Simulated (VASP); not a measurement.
# V (Cmce) in VASP: a series of runs, part 2 of 2

VASP 6.6.1.

## Step 4: Single point, PBEsol, collinear spin, ferromagnetic start

This run uses another cell than the first one, of 14.61 Å³/atom, 1.004 times its volume.

Input file INCAR:

```
  ALGO = Normal
  EDIFF = 1E-7
  ENCUT = 520
  GGA = PS
  ISIF = 2
  ISMEAR = 0
  ISPIN = 2
  LASPH = T
  LCHARG = T
  LELF = T
  LMAXMIX = 4
  LORBIT = 11
  LREAL = F
  LVHAR = T
  LWAVE = F
  MAGMOM = 2 2 2 2
  NBANDS = 38
  NELM = 150
  PREC = Accurate
  SIGMA = 0.1
```

Input file KPOINTS:

```
k-points
0
Gamma
  6 6 4
```

Input file POSCAR:

```
V
1.0
    2.0497405059     -3.4739300374      0.0000000000
    2.0497405059      3.4739300374      0.0000000000
    0.0000000000      0.0000000000      4.1049340204
V
4
Direct
    0.1525000000      0.8475000000      0.0785000000
    0.6525000000      0.3475000000      0.4215000000
    0.8475000000      0.1525000000      0.9215000000
    0.3475000000      0.6525000000      0.5785000000
```

Launch:

```console
$ cat potpaw_PBE.64/V_sv/POTCAR > POTCAR
$ mpirun -np 1 vasp_std > vasp.out
```

It took 2.9 min on 1 thread of Intel Xeon Platinum 8259CL at 2.50GHz (Skylake/Cascade Lake), shared host; peak memory 0.26 GiB.

It converged, with:

- Free energy: -34.0122 eV
- Pressure: 6.3 GPa
- Largest force: 0.527 eV/Å
- Band gap on the k mesh: zero (filled and empty bands overlap)
- Net moment: 0.00 μB per cell
- Valence electrons inside the program's atomic spheres: V 11.85

Forces on the atoms (eV/Å):
```
V    0.000 -0.475 -0.228
V    0.000 -0.475  0.228
V    0.000  0.475  0.228
V    0.000  0.475 -0.228
```

Stress tensor (GPa, compression positive):
```
 7.43  0.00  0.00
 0.00 16.20  0.00
 0.00  0.00 -4.60
```

Levels at points of the mesh, in eV from the Fermi level:
Spin up:
```tsv
k point	band 23	band 24	band 25	band 26	band 27	band 28	band 29	band 30
(0.00, 0.00, 0.00)	-0.60	-0.53	-0.39	-0.29	0.73	0.91	0.91	1.33
(0.50, 0.00, 0.00)	-0.94	-0.94	-0.81	-0.81	0.48	0.48	1.28	1.28
(0.50, 0.50, 0.00)	-1.20	-0.71	-0.18	0.41	0.42	1.15	1.15	1.76
(0.00, 0.00, 0.50)	-1.05	-1.05	-0.09	-0.09	0.83	0.83	0.96	0.96
(0.50, 0.00, 0.50)	-0.71	-0.71	-0.21	-0.21	0.06	0.06	1.72	1.72
(0.50, 0.50, 0.50)	-1.34	-1.34	-0.44	-0.44	-0.39	-0.39	1.33	1.33
```
Spin down:
```csv
k point,band 24,band 25,band 26,band 27,band 28,band 29
"(0.00, 0.00, 0.00)",-0.53,-0.39,-0.29,0.73,0.91,0.91
"(0.50, 0.00, 0.00)",-0.94,-0.81,-0.81,0.48,0.48,1.28
"(0.50, 0.50, 0.00)",-0.71,-0.18,0.41,0.42,1.15,1.15
"(0.00, 0.00, 0.50)",-1.05,-0.09,-0.09,0.83,0.83,0.96
"(0.50, 0.00, 0.50)",-0.71,-0.21,-0.21,0.06,0.06,1.72
"(0.50, 0.50, 0.50)",-1.34,-0.44,-0.44,-0.39,-0.39,1.33
```

Caveat: the k points lie up to 0.38 Å⁻¹ apart; the PAW data sets were made with another functional, which shifts forces and pressure a little.

## Step 5: Relaxation of cell and atoms, PBEsol

This run uses another cell than the first one, of 14.61 Å³/atom, 1.004 times its volume.

Input file INCAR:

```
ALGO = Normal
EDIFF = 1E-6
EDIFFG = -0.04
ENCUT = 600
GGA = PS
IBRION = 2
ISIF = 3
ISMEAR = 0
LASPH = T
LCHARG = F
LREAL = F
LWAVE = F
NELM = 100
NSW = 90
PREC = Accurate
SIGMA = 0.1
```

KPOINTS is that of step 4.

POSCAR is that of step 4.

Launch:

```console
$ cat potpaw_PBE.64/V_sv/POTCAR > POTCAR
$ mpirun -np 1 vasp_std > vasp.out
```

Wall time 23 min (1 thread of Intel Xeon Platinum 8259CL at 2.50GHz (Skylake/Cascade Lake), shared host); peak memory 0.23 GiB.

Results (log left out):

```
Free energy                            : -37.4831 eV
Relaxed volume                         : 13.39 Å³/atom
Relaxed cell                           : a = 4.878 Å, b = 4.878 Å, c = 2.856 Å, α = 90.00°, β = 90.00°, γ = 128.00°
Space group after relaxing (to 0.05 Å) : Fmmm (No. 69)
Energy gained by relaxing              : 867.7 meV/atom
Ionic steps                            : 28
Pressure after relaxing                : -0.1 GPa
Largest force after relaxing           : 0.039 eV/Å
Band gap on the k mesh                 : zero (band 26 reaches 10.24 eV, above the bottom of band 27 at 9.35 eV)
```

Forces on the atoms (eV/Å):
```
V    0.000  0.033 -0.020
V    0.000  0.033  0.020
V    0.000 -0.033  0.020
V    0.000 -0.033 -0.020
```

Stress tensor (GPa, compression positive):
```
 0.00  0.00  0.00
 0.00 -0.13  0.00
 0.00  0.00 -0.02
```

Step by step:
| step | energy change (eV) | largest force (eV/Å) | pressure (GPa) | volume (Å³) |
| --- | --- | --- | --- | --- |
| 1 | 0.0000 | 0.5274 | 6.26 | 58.46 |
| 2 | -0.3585 | 0.3208 | -4.33 | 63.30 |
| 3 | -0.3920 | 0.3644 | -8.05 | 65.59 |
| 4 | -0.7082 | 0.8957 | -5.98 | 64.38 |
| 5 | -1.4370 | 3.0063 | 7.07 | 59.43 |
| 6 | -1.3363 | 3.7872 | 17.46 | 56.97 |
| 7 | -1.4449 | 3.3008 | 9.91 | 58.68 |
| 8 | -1.5359 | 3.2496 | 10.07 | 58.62 |
| 9 | -1.6861 | 2.9968 | 11.16 | 58.30 |
| 10 | -1.6903 | 2.9756 | 11.81 | 58.16 |
| 11 | -1.8279 | 2.7310 | 8.99 | 58.69 |
| 12 | -2.1409 | 2.0868 | 1.31 | 60.27 |
| 13 | -2.3809 | 1.1840 | -11.26 | 63.51 |
| 14 | -2.5490 | 1.1465 | -10.97 | 62.50 |
| 15 | -3.0015 | 0.9239 | -9.18 | 59.53 |
| 16 | -3.4586 | 0.1780 | 0.20 | 53.79 |
| 17 | -3.4582 | 0.1986 | -0.28 | 53.98 |
| 18 | -3.4620 | 0.1356 | -0.31 | 53.91 |
| 19 | -3.4668 | 0.0122 | -0.27 | 53.73 |
| 20 | -3.4670 | 0.0302 | -0.25 | 53.70 |
| 21 | -3.4686 | 0.0128 | 0.19 | 53.55 |
| 22 | -3.4692 | 0.0532 | 0.80 | 53.35 |
| 23 | -3.4701 | 0.0554 | 0.48 | 53.42 |
| 24 | -3.4703 | 0.0565 | 0.33 | 53.46 |
| 25 | -3.4704 | 0.0587 | -0.02 | 53.53 |
| 26 | -3.4704 | 0.0576 | 0.22 | 53.50 |
| 27 | -3.4704 | 0.0577 | 0.21 | 53.51 |
| 28 | -3.4707 | 0.0386 | -0.05 | 53.55 |

Final structure:
```yaml
crystal:
  lattice:
    - [2.13834, -4.38423, 0.00000]
    - [2.13834, 4.38423, 0.00000]
    - [0.00000, 0.00000, 2.85627]
  atoms:
    - { symbol: V, position: [0.13642, 0.86358, 0.00063] }
    - { symbol: V, position: [0.63642, 0.36358, 0.49937] }
    - { symbol: V, position: [0.86358, 0.13642, 0.99937] }
    - { symbol: V, position: [0.36358, 0.63642, 0.50063] }
```

Levels at points of the mesh, in eV from the Fermi level:
```
           k point  band 23  band 24  band 25  band 26  band 27  band 28  band 29  band 30
(0.00, 0.00, 0.00)    -1.21    -1.17    -0.80    -0.21     0.35     0.99     1.20     1.36
(0.50, 0.00, 0.00)    -0.51    -0.51    -0.18    -0.18     0.26     0.26     0.84     0.84
(0.50, 0.50, 0.00)    -1.15     0.05     0.06     0.19     0.22     0.62     1.16     1.33
(0.00, 0.00, 0.50)    -1.37    -1.37    -0.73    -0.73     0.32     0.32     1.53     1.53
(0.50, 0.00, 0.50)    -1.66    -1.66     0.07     0.07     0.97     0.97     1.41     1.41
(0.50, 0.50, 0.50)    -1.53    -1.53    -0.82    -0.82     0.20     0.20     0.62     0.62
```

Caveat: the k points lie up to 0.55 Å⁻¹ apart in the final cell; the PAW data sets were made with another functional, which shifts forces and pressure a little.

## Step 6: Summary

```tsv
task	spin	cell	cutoff (eV)	gap on the mesh (eV)	pressure (GPa)	moment (μB)	relaxed volume (Å³/atom)	largest force (eV/Å)
single point	collinear, ferromagnetic start	a = 3.041, b = 3.041, c = 6.841 Å, angles 90.0, 90.0, 66.9°, 4 atoms	520	none	-2.8	0.00	-	2.16
relaxation of cell and atoms	off	relaxed from a = 3.041, b = 3.041, c = 6.841 Å, angles 90.0, 90.0, 66.9°, 4 atoms	600	none	-0.3	-	13.01	0.03
single point	collinear, ferromagnetic start	a = 4.034, b = 4.034, c = 4.105 Å, angles 90.0, 90.0, 118.9°, 4 atoms	520	none	6.3	0.00	-	0.53
relaxation of cell and atoms	off	relaxed from a = 4.034, b = 4.034, c = 4.105 Å, angles 90.0, 90.0, 118.9°, 4 atoms	600	none	-0.1	-	13.39	0.04
```

Alike in all rows: level PBEsol; potentials or basis VASP PAW PBE potentials, release 64 (V_sv); k mesh 6 × 6 × 4; smearing gaussian 0.1 eV.

Caveats: all runs use coarse meshes; the PAW data sets were made with another functional, which shifts forces and pressure a little.

Total energies depend on the potentials used, so only differences within one code and one set of settings carry meaning.
